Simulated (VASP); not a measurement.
# CuO (Cc) in VASP: single point with PBEsol+U

Aim: the single point of CuO with PBEsol+U.

Program: VASP 6.6.1. These are calculated values, not measurements. Logs are shortened: lines on timing, memory, paths and dates and some standing lists are left out, and cuts for length are marked.

## Step 1: The cell of the first run

Symmetry: Cc, No. 9, monoclinic system. The conventional cell has a = 4.689 Å, b = 3.427 Å, c = 5.132 Å, α = 90.00°, β = 99.65°, γ = 90.00°. Cu (site symmetry 1) has 4 O at 1.91 to 2.02 Å within 2.5 Å. O (site symmetry 1) has 4 Cu at 1.91 to 2.02 Å within 2.5 Å.

## Step 2: Single point, PBEsol+U, collinear spin, ferromagnetic start

Contents of INCAR:

```
SYSTEM = CuO
PREC = Accurate
ENCUT = 520
EDIFF = 1E-6
ISMEAR = 0
SIGMA = 0.05
LREAL = .False.
LASPH = .True.
NELM = 150
ALGO = Normal
ISIF = 2
LWAVE = .False.
LCHARG = .True.
ISPIN = 2
MAGMOM = 1 1 0 0
LORBIT = 11
LMAXMIX = 4
LDAU = .True.
LDAUTYPE = 2
LDAUL = 2 -1
LDAUU = 6 0
LDAUJ = 0 0
LDAUPRINT = 1
GGA = PS
LELF = .True.
LVHAR = .True.
NBANDS = 29
```

Contents of KPOINTS:

```
Automatic mesh
0
Gamma
  8 8 5
  0 0 0
```

Contents of POSCAR:

```
CuO
1.0
    2.3446497600     -1.7133998200      0.0000000000
    2.3446497600      1.7133998200      0.0000000000
   -0.8605499100      0.0000000000      5.0594394800
Cu O
2 2
Direct
    0.0032000000      0.4968000000      0.0000000000
    0.4968000000      0.0032000000      0.5000000000
    0.5714000000      0.4056000000      0.2537000000
    0.4056000000      0.5714000000      0.7537000000
```

Potentials or basis: VASP PAW PBE potentials, release 64 (Cu, O).

Launch:

```sh
$ cat potpaw_PBE.64/Cu/POTCAR potpaw_PBE.64/O/POTCAR > POTCAR
$ mpirun -np 1 vasp_std > vasp.out
```

OUTCAR:

```text
SYSTEM = CuO
   PREC = Accurate
   ENCUT = 520
   EDIFF = 1E-6
   ISMEAR = 0
   LREAL = .False.
   LASPH = .True.
   NELM = 150
   ISIF = 2
   ISPIN = 2
   LORBIT = 11
   GGA = PS

 ion  position               nearest neighbor table
   1  0.003  0.497  0.000-   4 1.91   3 1.93   4 1.98   3 2.02
   2  0.497  0.003  0.500-   3 1.91   4 1.93   3 1.98   4 2.02
   3  0.571  0.406  0.254-   2 1.91   1 1.93   2 1.98   1 2.02
   4  0.406  0.571  0.754-   1 1.91   2 1.93   1 1.98   2 2.02

  LATTYP: Found a base centered monoclinic cell.
 ALAT       =     4.6892995200
 B/A-ratio  =     0.7307700490
 C/A-ratio  =     1.0944283419
 COS(beta)  =    -0.1676798045

  Lattice vectors:

 A1 = (   2.3446497600,  -1.7133998200,   0.0000000000)
 A2 = (   2.3446497600,   1.7133998200,   0.0000000000)
 A3 = (  -0.8605499100,   0.0000000000,   5.0594394800)

Analysis of symmetry for initial positions (statically):
=====================================================================
 Subroutine PRICEL returns:
 Original cell was already a primitive cell.

 Routine SETGRP: Setting up the symmetry group for a
 base centered monoclinic supercell.

 Subroutine GETGRP returns: Found  2 space group operations
 (whereof  1 operations were pure point group operations)
 out of a pool of  4 trial point group operations.

The static configuration has the point symmetry C_1 .
 The point group associated with its full space group is C_1h.

Analysis of symmetry for dynamics (positions and initial velocities):
=====================================================================
 Subroutine PRICEL returns:
 Original cell was already a primitive cell.

 Routine SETGRP: Setting up the symmetry group for a
 base centered monoclinic supercell.

 Subroutine GETGRP returns: Found  2 space group operations
 (whereof  1 operations were pure point group operations)
 out of a pool of  4 trial point group operations.

The dynamic configuration has the point symmetry C_1 .
 The point group associated with its full space group is C_1h.

Analysis of structural, dynamic, and magnetic symmetry:
=====================================================================
 Subroutine PRICEL returns:
[... 215 lines left out ...]
  o =  0.9711  v =  0.0000  0.0000  0.0000  0.0000  0.0000 -0.0414 -0.2129  0.2198  0.4384  0.8441      0.0000  0.0000  0.0000  0.0000  0.0000  0.0000  0.0000  0.0000  0.0000  0.0000
  o =  0.9722  v =  0.0000  0.0000  0.0000  0.0000  0.0000  0.1246 -0.7666  0.2467  0.3719 -0.4446      0.0000  0.0000  0.0000  0.0000  0.0000  0.0000  0.0000  0.0000  0.0000  0.0000
  o =  0.9760  v = -0.0215  0.6040 -0.3326 -0.5823 -0.4301  0.0000  0.0000  0.0000  0.0000  0.0000      0.0000  0.0000  0.0000  0.0000  0.0000  0.0000  0.0000  0.0000  0.0000  0.0000
  o =  0.9771  v =  0.1097 -0.5168  0.0235  0.0711 -0.8457  0.0000  0.0000  0.0000  0.0000  0.0000      0.0000  0.0000  0.0000  0.0000  0.0000  0.0000  0.0000  0.0000  0.0000  0.0000
  o =  0.9799  v =  0.0000  0.0000  0.0000  0.0000  0.0000  0.4963 -0.1986 -0.8267  0.1229  0.1256      0.0000  0.0000  0.0000  0.0000  0.0000  0.0000  0.0000  0.0000  0.0000  0.0000
  o =  0.9825  v = -0.4941  0.1814  0.8221 -0.1419 -0.1641  0.0000  0.0000  0.0000  0.0000  0.0000      0.0000  0.0000  0.0000  0.0000  0.0000  0.0000  0.0000  0.0000  0.0000  0.0000
  o =  1.0338  v =  0.0825  0.5638  0.0057  0.7767 -0.2684  0.0000  0.0000  0.0000  0.0000  0.0000      0.0000  0.0000  0.0000  0.0000  0.0000  0.0000  0.0000  0.0000  0.0000  0.0000

 number of electron      33.9999999 magnetization       2.0001014

 Free energy of the ion-electron system (eV)
  ---------------------------------------------------
  ext. energy  EPLUGINS =         0.00000000
  ---------------------------------------------------
  free energy    TOTEN  =       -17.92341905 eV

  energy without entropy =      -17.92341905  energy(sigma->0) =      -17.92341905

 E-fermi :   5.3192     XC(G=0): -12.1073

 val. band max:        5.0200550293   @ k =   0.5000   0.5000   0.0000
 cond. band min:       5.5429781630   @ k =  -0.3750   0.3750   0.0000
 fundamental gap:      0.5229231337
 Fermi energy:         5.3192072098

 spin component 1

 k-point     1 :       0.0000    0.0000    0.0000
  band No.  band energies     occupation
      1     -14.2800      1.00000
      2     -12.8844      1.00000
      3      -3.3425      1.00000
      4      -2.7170      1.00000
      5      -2.3774      1.00000
      6      -0.7483      1.00000
[... 1529 lines left out ...]
     28      25.0146      0.00000
     29      26.4678      0.00000

 [... further k-points ...]
[... 5 lines left out ...]
  --------------------------------------------------------------------------------------
  -------------------------------------------------------------------------------------
  Total       -1.4859510     -0.9470942     -1.4542048      0.0000000      0.0000000      0.1678449
  in kB      -58.5660564    -37.3279942    -57.3148355      0.0000000      0.0000000      6.6152996
  external PRESSURE =     -51.0696287 kB  Pullay stress =       0.0000000 kB

 VOLUME and BASIS-vectors are now :
 -----------------------------------------------------------------------------
  energy-cutoff  :      520.00
  volume of cell :       40.65
      direct lattice vectors                 reciprocal lattice vectors
     2.344649760 -1.713399820  0.000000000     0.213251467 -0.291817470  0.036271514
     2.344649760  1.713399820  0.000000000     0.213251467  0.291817470  0.036271514
    -0.860549910  0.000000000  5.059439480     0.000000000  0.000000000  0.197650353

 POSITION                                       TOTAL-FORCE (eV/Angst)
 -----------------------------------------------------------------------------------
      1.17232      0.84573      0.00000        -0.634664      0.262476      0.267319
      0.74205     -0.84573      2.52972        -0.634664     -0.262476      0.267319
      2.07240     -0.28408      1.28358         0.634664      0.162533     -0.267319
      1.64213      0.28408      3.81330         0.634664     -0.162533     -0.267319
 -----------------------------------------------------------------------------------
    total drift:                               -0.000395      0.000000     -0.000473

  FREE ENERGIE OF THE ION-ELECTRON SYSTEM (eV)
  ---------------------------------------------------
  free  energy   TOTEN  =       -17.9234190500 eV

  energy  without entropy=      -17.9234190500  energy(sigma->0) =      -17.92341905

 total charge

# of ion       s       p       d       tot
------------------------------------------
    1        0.380   0.397   9.159   9.937
    2        0.380   0.397   9.159   9.937
    3        1.550   3.425   0.000   4.975
    4        1.550   3.425   0.000   4.975
--------------------------------------------------
tot          3.861   7.644  18.318  29.823

 magnetization (x)

# of ion       s       p       d       tot
------------------------------------------
    1       -0.003   0.004   0.690   0.692
    2       -0.003   0.004   0.690   0.692
    3        0.019   0.255   0.000   0.273
    4        0.019   0.255   0.000   0.273
--------------------------------------------------
tot          0.032   0.517   1.381   1.930
```

stdout:

```text
POSCAR found type information on POSCAR CuO
 POSCAR found :  2 types and       4 ions
 scaLAPACK will be used
 -----------------------------------------------------------------------------
|                                                                             |
|                                                                             |
|     You enforced a specific xc type in the INCAR file but a different       |
|     I HOPE YOU KNOW WHAT YOU ARE DOING!                                     |
|                                                                             |
 -----------------------------------------------------------------------------

 LDA part: xc-table for (Slater+PW92), standard interpolation
 POSCAR, INCAR and KPOINTS ok, starting setup
 FFT: planning ... GRIDC
 FFT: planning ... GRID_SOFT
 FFT: planning ... GRID
 WAVECAR not read
 entering main loop
```

It took 6.7 min on 1 thread of Oxide Virtual Turin-like, shared host; peak memory 0.25 GiB.

What came out:

| Property | Result |
| --- | --- |
| Free energy | -17.9234 eV |
| Pressure | -5.1 GPa |
| Largest force | 0.737 eV/Å |
| Band gap on the k mesh | 0.52 eV, indirect (least direct gap 0.59 eV) |
| Net moment | 2.00 μB per cell |
| Site moments | Cu +0.69; O +0.27 μB |
| Valence electrons inside the program's atomic spheres | Cu 9.94; O 4.97 |

Forces on the atoms (eV/Å):
```
Cu  -0.635  0.262  0.267
Cu  -0.635 -0.262  0.267
O    0.635  0.163 -0.267
O    0.635 -0.163 -0.267
```

Stress tensor (GPa, compression positive):
```
-5.86  0.00  0.66
 0.00 -3.73  0.00
 0.66  0.00 -5.73
```

Levels at points of the mesh, in eV from the valence-band top:
Spin up:
```tsv
k point	band 15	band 16	band 17	band 18	band 19	band 20	band 21	band 22
(0.00, 0.00, 0.00)	-2.44	-2.04	-0.63	-0.15	1.69	6.43	8.29	13.72
(0.50, 0.00, 0.00)	-2.93	-1.95	-1.05	-0.73	5.21	6.69	7.23	11.35
(0.50, 0.50, 0.00)	-3.29	-3.08	-1.74	0.00	3.78	7.19	8.98	10.33
```
Spin down:
| k point | band 13 | band 14 | band 15 | band 16 | band 17 | band 18 | band 19 | band 20 |
| --- | --- | --- | --- | --- | --- | --- | --- | --- |
| (0.00, 0.00, 0.00) | -2.86 | -2.01 | -1.94 | -1.46 | 1.63 | 1.99 | 2.48 | 6.55 |
| (0.50, 0.00, 0.00) | -3.08 | -2.78 | -2.39 | -1.41 | 1.66 | 1.96 | 5.35 | 6.87 |
| (0.50, 0.50, 0.00) | -3.51 | -2.86 | -2.54 | -1.41 | 0.59 | 2.72 | 3.80 | 7.35 |

Eigenvalues of the final occupation matrices:
```tsv
site	spin	trace	eigenvalues
site 1 d	1	4.94	0.97 0.98 0.98 0.98 1.03
site 1 d	2	4.25	0.36 0.96 0.97 0.97 0.98
site 2 d	1	4.94	0.97 0.98 0.98 0.98 1.03
site 2 d	2	4.25	0.36 0.96 0.97 0.97 0.98
```

Caveat: the PAW data sets were made with another functional, which shifts forces and pressure a little. The state reached can hang on the start; a lower one may exist.
